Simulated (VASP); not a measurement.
# Sn (Fd-3m) in VASP: a series of runs

Sn is run at these levels: LDA; tasks: single point, relaxation of cell and atoms.

Everything below comes from runs of VASP 6.6.1. Logs are shortened: lines on timing, memory, paths and dates and some standing lists are left out, and cuts for length are marked.

## 1. The cell of the first run

Symmetry: Fd-3m, No. 227, cubic system. The conventional cell has a = 6.475 Å, b = 6.475 Å, c = 6.475 Å, α = 90.00°, β = 90.00°, γ = 90.00°. Within 3.7 Å of Sn (site symmetry -43m) lie 4 Sn at 2.80 Å.

This isn't the form of Sn at room conditions, which is tetragonal (white tin).

## 2. Single point, LDA

File INCAR:

```
ALGO     = Fast           # electronic algorithm
EDIFF    = 1E-6           # SCF threshold, eV
ENCUT    = 520            # plane-wave cutoff, eV
GGA      = CA             # functional
ISIF     = 2              # what is computed and relaxed
ISMEAR   = -1             # smearing method
LASPH    = T              # aspherical terms in the spheres
LCHARG   = T              # write CHGCAR
LELF     = T              # ELF
LREAL    = F              # projectors in reciprocal space
LVHAR    = T            
LWAVE    = F              # write WAVECAR
NBANDS   = 21             # bands
NELM     = 60             # most SCF steps
PREC     = Accurate       # precision mode
SIGMA    = 0.15           # smearing width, eV
```

File KPOINTS:

```
k-points
0
Gamma
  16 16 16
```

File POSCAR:

```
Sn
1.0
    0.0000000000      3.2377054301      3.2377054301
    3.2377054301      0.0000000000      3.2377054301
    3.2377054301      3.2377054301      0.0000000000
Sn
2
Direct
    0.5000000000      0.5000000000      0.5000000000
    0.7500000000      0.7500000000      0.7500000000
```

Potentials or basis: VASP PAW LDA potentials, release 64 (Sn_d).

Run with:

```
cat potpaw_LDA.64/Sn_d/POTCAR > POTCAR
mpirun -np 1 vasp_std > vasp.out
```

OUTCAR:

```text
EDIFF = 1E-6
   ENCUT = 520
   GGA = CA
   ISIF = 2
   ISMEAR = -1
   LASPH = T
   LREAL = F
   NELM = 60
   PREC = Accurate

 ion  position               nearest neighbor table
   1  0.500  0.500  0.500-   2 2.80   2 2.80   2 2.80   2 2.80
   2  0.750  0.750  0.750-   1 2.80   1 2.80   1 2.80   1 2.80

  LATTYP: Found a face centered cubic cell.
 ALAT       =     6.4754108602

  Lattice vectors:

 A1 = (   0.0000000000,   3.2377054301,   3.2377054301)
 A2 = (   3.2377054301,   0.0000000000,   3.2377054301)
 A3 = (   3.2377054301,   3.2377054301,   0.0000000000)

Analysis of symmetry for initial positions (statically):
=====================================================================
 Subroutine PRICEL returns:
 Original cell was already a primitive cell.

 Routine SETGRP: Setting up the symmetry group for a
 face centered cubic supercell.

 Subroutine GETGRP returns: Found 48 space group operations
 (whereof 24 operations were pure point group operations)
 out of a pool of 48 trial point group operations.

The static configuration has the point symmetry T_d .
 The point group associated with its full space group is O_h .

Analysis of symmetry for dynamics (positions and initial velocities):
=====================================================================
 Subroutine PRICEL returns:
 Original cell was already a primitive cell.

 Routine SETGRP: Setting up the symmetry group for a
 face centered cubic supercell.

 Subroutine GETGRP returns: Found 48 space group operations
 (whereof 24 operations were pure point group operations)
 out of a pool of 48 trial point group operations.

The dynamic configuration has the point symmetry T_d .
 The point group associated with its full space group is O_h .

 Subroutine INISYM returns: Found 48 space group operations
 (whereof 24 operations are pure point group operations),
 and found     1 'primitive' translations

----------------------------------------------------------------------------------------

                                     Primitive cell

  volume of cell :      67.8800

  direct lattice vectors                    reciprocal lattice vectors
     0.000000000  3.237705430  3.237705430    -0.154430355  0.154430355  0.154430355
     3.237705430  0.000000000  3.237705430     0.154430355 -0.154430355  0.154430355
     3.237705430  3.237705430  0.000000000     0.154430355  0.154430355 -0.154430355

  length of vectors
     4.578806930  4.578806930  4.578806930     0.267481222  0.267481222  0.267481222

  position of ions in fractional coordinates (direct lattice)
     0.500000000  0.500000000  0.500000000
     0.750000000  0.750000000  0.750000000

  ion indices of the primitive-cell ions
   primitive index   ion index
                 1           1
                 2           2

----------------------------------------------------------------------------------------

 KPOINTS: k-points

Automatic generation of k-mesh.
 Grid dimensions read from file:
 generate k-points for:   16   16   16

 Generating k-lattice:

  Cartesian coordinates                     Fractional coordinates (reciprocal lattice)
    -0.009651897  0.009651897  0.009651897     0.062500000  0.000000000  0.000000000
     0.009651897 -0.009651897  0.009651897     0.000000000  0.062500000  0.000000000
     0.009651897  0.009651897 -0.009651897     0.000000000  0.000000000  0.062500000

  Length of vectors
     0.016717576  0.016717576  0.016717576

  Shift w.r.t. Gamma in fractional coordinates (k-lattice)
     0.000000000  0.000000000  0.000000000

 Subroutine IBZKPT returns following result:
 ===========================================

 Found    145 irreducible k-points:

 Following reciprocal coordinates:
            Coordinates               Weight
  0.000000  0.000000  0.000000      1.000000
  0.062500  0.000000  0.000000      8.000000
  0.125000  0.000000  0.000000      8.000000
  0.187500  0.000000  0.000000      8.000000
  0.250000  0.000000  0.000000      8.000000
  0.312500  0.000000  0.000000      8.000000
[... 16 lines left out ...]
 -0.125000  0.062500  0.000000     24.000000
 -0.062500  0.062500  0.000000     12.000000
 [... further k-points ...]
   k-points           NKPTS =    145   k-points in BZ     NKDIM =    145   number of bands    NBANDS=     21
   number of dos      NEDOS =    301   number of ions     NIONS =      2
   total plane-waves  NPLWV =  46656
   dimension x,y,z NGX =    36 NGY =   36 NGZ =   36
   dimension x,y,z NGXF=    72 NGYF=   72 NGZF=   72
   ions per type =               2
   NGX,Y,Z   is equivalent  to a cutoff of  13.07, 13.07, 13.07 a.u.
   NGXF,Y,Z  is equivalent  to a cutoff of  26.14, 26.14, 26.14 a.u.
 SYSTEM =  unknown system
   PREC   = accura    normal or accurate (medium, high low for compatibility)
   ISTART =      0    job   : 0-new  1-cont  2-samecut
   ICHARG =      2    charge: 1-file 2-atom 10-const
   ISPIN  =      1    spin polarized calculation?
   LNONCOLLINEAR =      F non collinear calculations
   LSORBIT =      F    spin-orbit coupling
   LASPH  =      T    aspherical Exc in radial PAW
   ENCUT  =  520.0 eV  38.22 Ry    6.18 a.u.   8.51  8.51  8.51*2*pi/ulx,y,z
   NELM   =     60;   NELMIN=  2; NELMDL= -5     # of ELM steps
   EDIFF  = 0.1E-05   stopping-criterion for ELM
   LREAL  =      F    real-space projection
   EDIFFG = 0.1E-04   stopping-criterion for IOM
   NSW    =      0    number of steps for IOM
   IBRION =     -1    ionic relax: 0-MD 1-quasi-New 2-CG
   NFREE  =      0    steps in history (QN), initial steepest desc. (CG)
   ISIF   =      2    stress and relaxation
   ISYM   =      2    0-nonsym 1-usesym 2-fastsym
   POTIM  = 0.5000    time-step for ionic-motion
   TEBEG  =    0.0;   TEEND  =   0.0 temperature during run
   PSTRESS=    0.0 pullay stress
   NELECT =      28.0000    total number of electrons
   NUPDOWN=      -1.0000    fix difference up-down
   EMIN   =  10.00;   EMAX   =-10.00  energy-range for DOS
   EFERMI =   0.00;   METHOD = LEGACY
   ISMEAR =    -1;   SIGMA  =   0.15  broadening in eV -4-tet -1-fermi 0-gaus
   EFERMI_NEDOS =   21; number of points for ismear=-14 and -15
   IALGO  =     68    algorithm
   IMIX   =      4    mixing-type and parameters
     AMIX     =   0.40;   BMIX     =  1.00
     AMIX_MAG =   1.60;   BMIX_MAG =  1.00
  volume/ion in A,a.u.               =      33.94       229.04
  Fermi-wavevector in a.u.,A,eV,Ry     =   1.218653  2.302921 20.206229  1.485116
  Thomas-Fermi vector in A             =   2.353932
   LORBIT       =      0    0 simple, 1 ext, 2 COOP (PROOUT), +10 PAW based schemes
   GGA     = CA    functional components
   LHFCALC =     F    Hartree Fock is set to
   AEXX    =    0.0000 exact exchange contribution
   IVDW    =     0    specifies the selected vdW correction
   LEPSILON=     F    determine dielectric tensor
   LRPA    =     F    only Hartree local field effects (RPA)
 non-spin polarized calculation
 RMM-DIIS sequential band-by-band and
  energy-cutoff  :      520.00
  volume of cell :       67.88
 maximum number of plane-waves:      1853
 NGX is ok and might be reduce to    36
   NGX = 17   NGY = 17   NGZ = 17

 number of electron      28.0000006 magnetization

 Free energy of the ion-electron system (eV)
  ---------------------------------------------------
  ext. energy  EPLUGINS =         0.00000000
  ---------------------------------------------------
  free energy    TOTEN  =        -8.94873450 eV

  energy without entropy =       -8.93421515  energy(sigma->0) =       -8.94147483

 E-fermi :   5.4818     XC(G=0):  -9.2233

 val. band max:        5.4461089078   @ k =   0.3750   0.0000   0.0000
 cond. band min:       5.5209435262   @ k =   0.0000   0.0000   0.0000
 fundamental gap:      0.0748346184
 Fermi energy:         5.4818399213

 k-point     1 :       0.0000    0.0000    0.0000
  band No.  band energies     occupation
      1     -16.1919      2.00000
      2     -16.1919      2.00000
      3     -16.1919      2.00000
      4     -16.1293      2.00000
      5     -16.1293      2.00000
      6     -15.8118      2.00000
[... 13 lines left out ...]
     20      13.4942      0.00000
     21      13.5033      0.00000

 k-point     2 :       0.0625    0.0000    0.0000
  band No.  band energies     occupation
      1     -16.1953      2.00000
      2     -16.1953      2.00000
      3     -16.1909      2.00000
      4     -16.1247      2.00000
      5     -16.1247      2.00000
      6     -15.8209      2.00000
[... 13 lines left out ...]
     20      12.9912      0.00000
     21      12.9912      0.00000

 k-point     3 :       0.1250    0.0000    0.0000
  band No.  band energies     occupation
      1     -16.2029      2.00000
      2     -16.2029      2.00000
      3     -16.1881      2.00000
      4     -16.1138      2.00000
      5     -16.1138      2.00000
      6     -15.8338      2.00000
[... 13 lines left out ...]
     20      12.5532      0.00000
     21      12.5535      0.00000

 k-point     4 :       0.1875    0.0000    0.0000
  band No.  band energies     occupation
      1     -16.2111      2.00000
      2     -16.2111      2.00000
      3     -16.1837      2.00000
      4     -16.1008      2.00000
      5     -16.1008      2.00000
      6     -15.8459      2.00000
[... 13 lines left out ...]
     20      12.3177      0.00000
     21      12.3177      0.00000

 k-point     5 :       0.2500    0.0000    0.0000
  band No.  band energies     occupation
      1     -16.2181      2.00000
      2     -16.2181      2.00000
      3     -16.1786      2.00000
      4     -16.0886      2.00000
      5     -16.0886      2.00000
      6     -15.8562      2.00000
[... 13 lines left out ...]
     20      12.3379      0.00000
     21      12.3379      0.00000
[... 382 lines left out ...]
     20      12.0105      0.00000
     21      13.0073      0.00000

 k-point    22 :      -0.1875    0.0625    0.0000
  band No.  band energies     occupation
      1     -16.2182      2.00000
      2     -16.2125      2.00000
      3     -16.1807      2.00000
      4     -16.0992      2.00000
      5     -16.0880      2.00000
      6     -15.8619      2.00000
[... 13 lines left out ...]
     20      11.9213      0.00000
     21      12.6282      0.00000

 k-point    23 :      -0.1250    0.0625    0.0000
  band No.  band energies     occupation
      1     -16.2104      2.00000
      2     -16.2039      2.00000
      3     -16.1870      2.00000
      4     -16.1108      2.00000
      5     -16.1020      2.00000
      6     -15.8494      2.00000
[... 13 lines left out ...]
     20      12.0860      0.00000
     21      12.4769      0.00000

 k-point    24 :      -0.0625    0.0625    0.0000
  band No.  band energies     occupation
      1     -16.2019      2.00000
      2     -16.1967      2.00000
      3     -16.1909      2.00000
      4     -16.1206      2.00000
      5     -16.1154      2.00000
      6     -15.8353      2.00000
[... 13 lines left out ...]
     20      12.4583      0.00000
     21      12.7658      0.00000

 [... further k-points ...]
[... 5 lines left out ...]
  --------------------------------------------------------------------------------------
  -------------------------------------------------------------------------------------
  Total       -0.0126793     -0.0126793     -0.0126793      0.0000000      0.0000000     -0.0000000
  in kB       -0.2992716     -0.2992716     -0.2992716      0.0000000      0.0000000     -0.0000000
  external PRESSURE =      -0.2992716 kB  Pullay stress =       0.0000000 kB

 VOLUME and BASIS-vectors are now :
 -----------------------------------------------------------------------------
  energy-cutoff  :      520.00
  volume of cell :       67.88
      direct lattice vectors                 reciprocal lattice vectors
     0.000000000  3.237705430  3.237705430    -0.154430355  0.154430355  0.154430355
     3.237705430  0.000000000  3.237705430     0.154430355 -0.154430355  0.154430355
     3.237705430  3.237705430  0.000000000     0.154430355  0.154430355 -0.154430355

 POSITION                                       TOTAL-FORCE (eV/Angst)
 -----------------------------------------------------------------------------------
      3.23771      3.23771      3.23771        -0.000000     -0.000000     -0.000000
      4.85656      4.85656      4.85656         0.000000      0.000000      0.000000
 -----------------------------------------------------------------------------------
    total drift:                                0.000000      0.000000      0.000000

  FREE ENERGIE OF THE ION-ELECTRON SYSTEM (eV)
  ---------------------------------------------------
  free  energy   TOTEN  =        -8.9487345000 eV

  energy  without entropy=       -8.9342151529  energy(sigma->0) =       -8.94147483
```

Wall time 2.2 min (1 thread of Intel Xeon Platinum 8488C (Sapphire Rapids), shared host); peak memory 0.28 GiB.

What came out:

```yaml
Free_energy: -8.9487 eV
Pressure: 0.0 GPa
Band_gap_on_the_k_mesh: zero (bands 14 and 15 overlap by 0.17 eV)
```

Levels at points of the mesh, in eV from the Fermi level:
```
           k point  band 10  band 11  band 12  band 13  band 14  band 15  band 16  band 17  band 18  band 19
(0.00, 0.00, 0.00)   -21.28   -10.74    -0.80     0.04     0.04     0.04     2.10     2.10     2.10     4.81
(0.50, 0.00, 0.00)   -21.24    -9.10    -6.41    -1.18    -1.18    -0.13     3.18     3.18     5.48     8.37
(0.50, 0.50, 0.00)   -21.21    -7.63    -7.63    -2.53    -2.53     0.71     0.71     7.65     7.65     9.19
```

Caveat: spin-orbit coupling is left out, which moves the levels of the heavy elements.

## 3. Relaxation of cell and atoms, LDA

File INCAR:

```
SYSTEM = Sn
ALGO     = Fast           ! electronic algorithm
EDIFF    = 1E-6           ! SCF threshold, eV
EDIFFG   = -0.001         ! ionic threshold
ENCUT    = 600            ! plane-wave cutoff, eV
IBRION   = 2              ! ionic algorithm
ISIF     = 3              ! what is computed and relaxed
ISMEAR   = -1             ! smearing method
LASPH    = .True.         ! aspherical terms in the spheres
LCHARG   = .False.        ! write CHGCAR
LREAL    = .False.        ! projectors in reciprocal space
LWAVE    = .False.        ! write WAVECAR
NELM     = 80             ! most SCF steps
NSW      = 80             ! ionic steps
PREC     = Accurate       ! precision mode
SIGMA    = 0.15           ! smearing width, eV
```

File KPOINTS:

```
k-points
0
Gamma
  16 16 16
  0 0 0
```

File POSCAR:

```
Sn
1.0
    0.0000000000      3.2364709887      3.2364709887
    3.2364709887      0.0000000000      3.2364709887
    3.2364709887      3.2364709887      0.0000000000
Sn
2
Direct
    0.5000000000      0.5000000000      0.5000000000
    0.7500000000      0.7500000000      0.7500000000
```

Potentials or basis: VASP PAW LDA potentials, release 64 (Sn_d).

Run with:

```
cat potpaw_LDA.64/Sn_d/POTCAR > POTCAR
mpirun -np 1 vasp_std > vasp.out
```

Wall time 8.5 min (1 thread of Intel Xeon Platinum 8488C (Sapphire Rapids), shared host); peak memory 0.32 GiB.

Results (log left out):

| Quantity | Value |
| --- | --- |
| Free energy | -8.9489 eV |
| Relaxed volume | 33.98 Å³/atom |
| Relaxed cell | a = 4.581 Å, b = 4.581 Å, c = 4.581 Å, α = 60.00°, β = 60.00°, γ = 60.00° |
| Space group after relaxing (to 0.1 Å) | Fd-3m (No. 227) |
| Energy gained by relaxing | 0.0 meV/atom |
| Ionic steps | 8 |
| Pressure after relaxing | 0.0 GPa |
| Band gap on the k mesh | zero (bands 14 and 15 overlap by 0.18 eV) |

Final structure:
```cif
data_structure
_symmetry_space_group_name_H-M 'P 1'
_symmetry_Int_Tables_number 1
_cell_length_a 4.5806
_cell_length_b 4.5806
_cell_length_c 4.5806
_cell_angle_alpha 60.000
_cell_angle_beta 60.000
_cell_angle_gamma 60.000
_cell_volume 67.96
loop_
_atom_site_label
_atom_site_type_symbol
_atom_site_fract_x
_atom_site_fract_y
_atom_site_fract_z
_atom_site_occupancy
Sn1 Sn 0.50000 0.50000 0.50000 1
Sn2 Sn 0.75000 0.75000 0.75000 1
```

Levels at points of the mesh, in eV from the Fermi level:
```
           k point  band 11  band 12  band 13  band 14  band 15  band 16  band 17  band 18
(0.00, 0.00, 0.00)   -10.73    -0.81     0.04     0.04     0.04     2.10     2.10     2.10
(0.50, 0.00, 0.00)    -9.10    -6.40    -1.17    -1.17    -0.14     3.18     3.18     5.48
(0.50, 0.50, 0.00)    -7.62    -7.62    -2.53    -2.53     0.71     0.71     7.64     7.64
```

Caveat: spin-orbit coupling is left out, which moves the levels of the heavy elements.

(Continued in part 2 of 2.)

The gap in the log of VASP goes by the Fermi energy; the results here count the filled bands.